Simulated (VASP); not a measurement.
# Si3N in VASP: further runs, part 2 of 2

VASP 6.6.1.

## 3. Single point, PBE+D3(BJ)

File INCAR:

```
SYSTEM = Si3N
PREC = Accurate
ENCUT = 520
EDIFF = 1E-6
ISMEAR = 0
SIGMA = 0.05
LREAL = .False.
LASPH = .True.
NELM = 80
ALGO = Normal
ISIF = 2
LWAVE = .False.
LCHARG = .True.
LDIPOL = .True.
IDIPOL = 3
DIPOL = 0.5 0.5 0.361
GGA = PE
IVDW = 12
LELF = .True.
LVHAR = .True.
LVACPOTAV = .True.
NBANDS = 27
```

File KPOINTS:

```
regular mesh
0
Gamma
  9 9 1
  0 0 0
```

File POSCAR:

```
Si3N
1.0
    3.8155170197      0.0000000000      0.0000000000
   -1.9077585099      3.3043346676      0.0000000000
    0.0000000000      0.0000000000     25.7913833664
Si N
6 2
Direct
    0.6666666667      0.3333333333      0.1550905565
    0.3333333333      0.6666666667      0.1859793801
    0.3333333333      0.6666666667      0.2774751471
    0.6666666667      0.3333333333      0.3070263804
    0.6666666667      0.3333333333      0.3997350368
    0.3333333333      0.6666666667      0.4261649408
    0.6666666667      1.3333333333      0.5463601221
    0.6666666667      1.3333333333      0.5890100252
```

Potentials or basis: VASP PAW PBE potentials, release 64 (Si, N).

The run is started by

```bash
cat potpaw_PBE.64/Si/POTCAR potpaw_PBE.64/N/POTCAR > POTCAR
mpirun -np 1 vasp_std > vasp.out
```

OUTCAR:

```text
SYSTEM = Si3N
   PREC = Accurate
   ENCUT = 520
   EDIFF = 1E-6
   ISMEAR = 0
   LREAL = .False.
   LASPH = .True.
   NELM = 80
   ISIF = 2
   GGA = PE
   IVDW = 12
 IVDW          = 12

 ion  position               nearest neighbor table
   1  0.667  0.333  0.155-   2 2.34   2 2.34   2 2.34
   2  0.333  0.667  0.186-   1 2.34   1 2.34   1 2.34   3 2.36
   3  0.333  0.667  0.277-   4 2.33   4 2.33   4 2.33   2 2.36
   4  0.667  0.333  0.307-   3 2.33   3 2.33   3 2.33   5 2.39
   5  0.667  0.333  0.400-   6 2.31   6 2.31   6 2.31   4 2.39
   6  0.333  0.667  0.426-   5 2.31   5 2.31   5 2.31
   7  0.667  0.333  0.546-   8 1.10
   8  0.667  0.333  0.589-   7 1.10

  LATTYP: Found a hexagonal cell.
 ALAT       =     3.8155170197
 C/A-ratio  =     6.7596038055

  Lattice vectors:

 A1 = (   3.8155170197,   0.0000000000,   0.0000000000)
 A2 = (  -1.9077585099,   3.3043346676,   0.0000000000)
 A3 = (   0.0000000000,   0.0000000000,  25.7913833664)

Analysis of symmetry for initial positions (statically):
=====================================================================
 Subroutine PRICEL returns:
 Original cell was already a primitive cell.

 Routine SETGRP: Setting up the symmetry group for a
 hexagonal supercell.

 Subroutine GETGRP returns: Found  6 space group operations
 (whereof  6 operations were pure point group operations)
 out of a pool of 24 trial point group operations.

The static configuration has the point symmetry C_3v.

Analysis of symmetry for dynamics (positions and initial velocities):
=====================================================================
 Subroutine PRICEL returns:
 Original cell was already a primitive cell.

 Routine SETGRP: Setting up the symmetry group for a
 hexagonal supercell.

 Subroutine GETGRP returns: Found  6 space group operations
 (whereof  6 operations were pure point group operations)
 out of a pool of 24 trial point group operations.

The dynamic configuration has the point symmetry C_3v.

 Subroutine INISYM returns: Found  6 space group operations
 (whereof  6 operations are pure point group operations),
 and found     1 'primitive' translations

----------------------------------------------------------------------------------------

                                     Primitive cell

  volume of cell :     325.1712

  direct lattice vectors                    reciprocal lattice vectors
     3.815517020  0.000000000  0.000000000     0.262087679  0.151316392  0.000000000
    -1.907758510  3.304334668  0.000000000     0.000000000  0.302632784  0.000000000
     0.000000000  0.000000000 25.791383366     0.000000000  0.000000000  0.038772639

  length of vectors
     3.815517020  3.815517020 25.791383366     0.302632784  0.302632784  0.038772639

  position of ions in fractional coordinates (direct lattice)
     0.666666667  0.333333333  0.155090556
     0.333333333  0.666666667  0.185979380
     0.333333333  0.666666667  0.277475147
     0.666666667  0.333333333  0.307026380
[... 51 lines left out ...]
  0.333333  0.111111  0.000000     12.000000
  0.444444  0.111111  0.000000      6.000000
  0.222222  0.222222  0.000000      6.000000
  0.333333  0.222222  0.000000     12.000000
  0.333333  0.333333  0.000000      2.000000
   k-points           NKPTS =     12   k-points in BZ     NKDIM =     12   number of bands    NBANDS=     27
   number of dos      NEDOS =    301   number of ions     NIONS =      8
   total plane-waves  NPLWV = 150528
   dimension x,y,z NGX =    28 NGY =   28 NGZ =  192
   dimension x,y,z NGXF=    56 NGYF=   56 NGZF=  384
   ions per type =               6   2
   NGX,Y,Z   is equivalent  to a cutoff of  12.20, 12.20, 12.38 a.u.
   NGXF,Y,Z  is equivalent  to a cutoff of  24.40, 24.40, 24.75 a.u.
 SYSTEM =  Si3N
   PREC   = accura    normal or accurate (medium, high low for compatibility)
   ISTART =      0    job   : 0-new  1-cont  2-samecut
   ICHARG =      2    charge: 1-file 2-atom 10-const
   ISPIN  =      1    spin polarized calculation?
   LNONCOLLINEAR =      F non collinear calculations
   LSORBIT =      F    spin-orbit coupling
   LASPH  =      T    aspherical Exc in radial PAW
   ENCUT  =  520.0 eV  38.22 Ry    6.18 a.u.   7.09  7.09 47.95*2*pi/ulx,y,z
   NELM   =     80;   NELMIN=  2; NELMDL= -5     # of ELM steps
   EDIFF  = 0.1E-05   stopping-criterion for ELM
   LREAL  =      F    real-space projection
   EDIFFG = 0.1E-04   stopping-criterion for IOM
   NSW    =      0    number of steps for IOM
   IBRION =     -1    ionic relax: 0-MD 1-quasi-New 2-CG
   NFREE  =      0    steps in history (QN), initial steepest desc. (CG)
   ISIF   =      2    stress and relaxation
   ISYM   =      2    0-nonsym 1-usesym 2-fastsym
   POTIM  = 0.5000    time-step for ionic-motion
   TEBEG  =    0.0;   TEEND  =   0.0 temperature during run
   PSTRESS=    0.0 pullay stress
   NELECT =      34.0000    total number of electrons
   NUPDOWN=      -1.0000    fix difference up-down
   EMIN   =  10.00;   EMAX   =-10.00  energy-range for DOS
   EFERMI =   0.00;   METHOD = LEGACY
   ISMEAR =     0;   SIGMA  =   0.05  broadening in eV -4-tet -1-fermi 0-gaus
   EFERMI_NEDOS =   21; number of points for ismear=-14 and -15
   IALGO  =     38    algorithm
   IMIX   =      4    mixing-type and parameters
     AMIX     =   0.40;   BMIX     =  1.00
     AMIX_MAG =   1.60;   BMIX_MAG =  1.00
  volume/ion in A,a.u.               =      40.65       274.30
  Fermi-wavevector in a.u.,A,eV,Ry     =   0.771253  1.457458  8.093179  0.594832
  Thomas-Fermi vector in A             =   1.872632
   LORBIT       =      0    0 simple, 1 ext, 2 COOP (PROOUT), +10 PAW based schemes
   GGA     = PE    functional components
   LHFCALC =     F    Hartree Fock is set to
   AEXX    =    0.0000 exact exchange contribution
   IVDW    =    12    specifies the selected vdW correction
   LEPSILON=     F    determine dielectric tensor
   LRPA    =     F    only Hartree local field effects (RPA)
 non-spin polarized calculation
 Gauss-broadening in eV      SIGMA  =   0.05
  energy-cutoff  :      520.00
  volume of cell :      325.17
 maximum number of plane-waves:      8835
   NGX = 15   NGY = 15   NGZ = 95

 dipolmoment           0.000000      0.000000      0.062825 electrons x Angstroem

 number of electron      33.9999997 magnetization

 dipolmoment           0.000000      0.000000     -0.005546 electrons x Angstroem

 Free energy of the ion-electron system (eV)
  ---------------------------------------------------
  ext. energy  EPLUGINS =         0.00000000
  ---------------------------------------------------
  free energy    TOTEN  =       -46.68490825 eV

  energy without entropy =      -46.68212194  energy(sigma->0) =      -46.68351510

 E-fermi :  -0.2701     XC(G=0):  -4.9087

 val. band max:       -0.2899353517   @ k =   0.0000   0.0000   0.0000
 cond. band min:      -0.1714022118   @ k =   0.4444   0.1111   0.0000
 fundamental gap:      0.1185331399
 Fermi energy:        -0.2701419699

 k-point     1 :       0.0000    0.0000    0.0000
  band No.  band energies     occupation
      1     -24.4329      2.00000
      2     -12.1171      2.00000
      3     -11.3109      2.00000
      4     -10.3800      2.00000
      5      -9.5820      2.00000
      6      -7.4292      2.00000
[... 349 lines left out ...]
     26       5.6712      0.00000
     27       5.7929      0.00000

------------------------ aborting loop because EDIFF is reached ----------------------------------------

 Edisp (eV)   -1.80944

 E8    (eV) :    -0.7499

  FORCE on cell =-STRESS in cart. coord.  units (eV):
  Direction    XX          YY          ZZ          XY          YZ          ZX
  --------------------------------------------------------------------------------------
  -------------------------------------------------------------------------------------
  Total       0.57760     0.57760     2.13992    -0.00000    -0.00000    -0.00000
  in kB       2.84593     2.84593    10.54378    -0.00000    -0.00000    -0.00000
  external pressure =        5.41 kB  Pullay stress =        0.00 kB

 VOLUME and BASIS-vectors are now :
 -----------------------------------------------------------------------------
  energy-cutoff  :      520.00
  volume of cell :      325.17
      direct lattice vectors                 reciprocal lattice vectors
     3.815517020  0.000000000  0.000000000     0.262087679  0.151316392  0.000000000
    -1.907758510  3.304334668  0.000000000     0.000000000  0.302632784  0.000000000
     0.000000000  0.000000000 25.791383366     0.000000000  0.000000000  0.038772639

 POSITION                                       TOTAL-FORCE (eV/Angst)
 -----------------------------------------------------------------------------------
      1.90776      1.10144      4.00000         0.000000      0.000000      0.473902
     -0.00000      2.20289      4.79667         0.000000      0.000000     -0.578566
     -0.00000      2.20289      7.15647         0.000000      0.000000      0.113208
      1.90776      1.10144      7.91864         0.000000      0.000000      0.026594
      1.90776      1.10144     10.30972         0.000000      0.000000     -0.011577
     -0.00000      2.20289     10.99138         0.000000      0.000000     -0.030038
      1.90776      1.10144     14.09138        -0.000000     -0.000000     -2.235823
      1.90776      1.10144     15.19138        -0.000000      0.000000      2.242299
 -----------------------------------------------------------------------------------
    total drift:                               -0.000000      0.000000      0.000145

  FREE ENERGIE OF THE ION-ELECTRON SYSTEM (eV)
  ---------------------------------------------------
  free  energy   TOTEN  =       -48.4943459359 eV

  energy  without entropy=      -48.4915596346  energy(sigma->0) =      -48.49295279

 vacuum level on the upper side and lower side of the slab         4.422         4.502
```

Run time: 1.8 min. Hardware: 1 thread of AMD EPYC 9R45 (Zen 5), shared host; peak memory 0.37 GiB.

Results:

- Free energy: -48.4943 eV
- Largest force: 2.242 eV/Å
- Band gap on the k mesh: zero (band 17 reaches -0.29 eV, above the bottom of band 18 at -0.37 eV)
- Dispersion energy per atom: -0.226 eV

Forces on the atoms (eV/Å):
```
Si   0.000  0.000  0.474
Si   0.000  0.000 -0.579
Si   0.000  0.000  0.113
Si   0.000  0.000  0.027
Si   0.000  0.000 -0.012
Si   0.000  0.000 -0.030
N    0.000  0.000 -2.236
N    0.000  0.000  2.242
```

Caveat: the standard files for N, O and F lose accuracy on very short bonds.

## 4. Single point, PBE+D3(BJ)

File INCAR:

```
SYSTEM = Si3N
  PREC = Accurate
  ENCUT = 520
  EDIFF = 1E-6
  ISMEAR = 0
  SIGMA = 0.05
  LREAL = .False.
  LASPH = .True.
  NELM = 60
  ALGO = Normal
  ISIF = 2
  LWAVE = .False.
  LCHARG = .False.
  LDIPOL = .True.
  IDIPOL = 3
  DIPOL = 0.5 0.5 0.361
  GGA = PE
  IVDW = 12
  NBANDS = 27
```

File KPOINTS:

```
Automatic mesh
0
Gamma
  9 9 1
  0 0 0
```

POSCAR, as its differences from that of step 3:

```diff
@@ -14,3 +14,3 @@
     0.3333333333      0.6666666667      0.4261649408
-    0.6666666667      1.3333333333      0.5463601221
-    0.6666666667      1.3333333333      0.5890100252
+    1.0000000000      1.0000000000      0.5463601221
+    1.0000000000      1.0000000000      0.5890100252
```

The run is started by

```bash
cat potpaw_PBE.64/Si/POTCAR potpaw_PBE.64/N/POTCAR > POTCAR
mpirun -np 1 vasp_std > vasp.out
```

It took 1.7 min on 1 thread of AMD EPYC 9R45 (Zen 5), shared host; peak memory 0.37 GiB.

It converged, with:

```
Free energy                : -48.5049 eV
Largest force              : 2.256 eV/Å
Band gap on the k mesh     : zero (band 17 reaches -0.28 eV, above the bottom of band 18 at -0.36 eV)
Dispersion energy per atom : -0.226 eV
```

Forces on the atoms (eV/Å):
```
Si   0.000  0.000  0.480
Si   0.000  0.000 -0.572
Si   0.000  0.000  0.111
Si   0.000  0.000 -0.001
Si   0.000  0.000  0.030
Si   0.000  0.000 -0.018
N    0.000  0.000 -2.256
N    0.000  0.000  2.226
```

Levels at points of the mesh, in eV from the Fermi level:
| k point | band 14 | band 15 | band 16 | band 17 | band 18 | band 19 | band 20 | band 21 |
| --- | --- | --- | --- | --- | --- | --- | --- | --- |
| (0.00, 0.00, 0.00) | -0.65 | -0.65 | -0.02 | -0.02 | 0.88 | 1.48 | 2.53 | 2.53 |

Caveat: the standard files for N, O and F lose accuracy on very short bonds.

## 5. Single point, PBE+D3(BJ)

File INCAR:

```
ALGO = Normal
DIPOL = 0.5 0.5 0.361
EDIFF = 1E-6
ENCUT = 520
GGA = PE
IDIPOL = 3
ISIF = 2
ISMEAR = 0
IVDW = 12
LASPH = T
LCHARG = T
LDIPOL = T
LELF = T
LREAL = F
LVACPOTAV = T
LVHAR = T
LWAVE = F
NBANDS = 27
NELM = 80
PREC = Accurate
SIGMA = 0.05
```

File KPOINTS:

```
k-points
0
Gamma
  9 9 1
```

POSCAR is that of step 4.

The run is started by

```bash
cat potpaw_PBE.64/Si/POTCAR potpaw_PBE.64/N/POTCAR > POTCAR
mpirun -np 1 vasp_std > vasp.out
```

Run time: 1.8 min. Hardware: 1 thread of AMD EPYC 9R45 (Zen 5), shared host; peak memory 0.37 GiB.

It converged, with:

```yaml
Free_energy: -48.5049 eV
Largest_force: 2.256 eV/Å
Band_gap_on_the_k_mesh: zero (band 17 reaches -0.28 eV, above the bottom of band 18 at -0.36 eV)
Dispersion_energy_per_atom: -0.226 eV
```

Forces in eV/Å, atoms in the order of the input:
```
Si   0.000  0.000  0.480
Si   0.000  0.000 -0.572
Si   0.000  0.000  0.111
Si   0.000  0.000 -0.001
Si   0.000  0.000  0.030
Si   0.000  0.000 -0.018
N    0.000  0.000 -2.256
N    0.000  0.000  2.226
```

Levels at points of the mesh, in eV from the Fermi level:
```tsv
k point	band 15	band 16	band 17	band 18	band 19	band 20
(0.00, 0.00, 0.00)	-0.65	-0.02	-0.02	0.88	1.48	2.53
```

Caveat: the standard files for N, O and F lose accuracy on very short bonds.
